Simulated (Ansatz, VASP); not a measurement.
Two plane-wave programs on LaH3

```
La H
1.0
     0.00000    2.73308    2.73308
     2.73308    0.00000    2.73308
     2.73308    2.73308    0.00000
La H
1 3
Direct
  0.00000 0.00000 0.00000
  0.50000 0.50000 0.50000
  0.75000 0.75000 0.75000
  0.25000 0.25000 0.25000
```

Alike in both runs: functional LDA; k mesh 12 × 12 × 12; occupations fermi-dirac, width 0.05 eV; no spin polarisation.

Ansatz relaxed the structure, and its values are those at the end. VASP's run is a single point on that final structure, the one shown.

|  | VASP | Ansatz |
| --- | --- | --- |
| version | VASP 6.6.1 | Ansatz 0.2.0 |
| potentials or method | VASP PAW LDA potentials, release 64 (La, H), cutoff 520 eV | PAW with Ansatz's default frozen-core files, scalar-relativistic |
| valence electrons in the cell | 14 | 14 |

```csv
,VASP,Ansatz,Ansatz less VASP
pressure (GPa),-0.2,0.0,+0.14
```

LDA's correlation is that of Perdew and Zunger in VASP and of Perdew and Wang (1992) in Ansatz.

Spin-orbit coupling is off throughout.
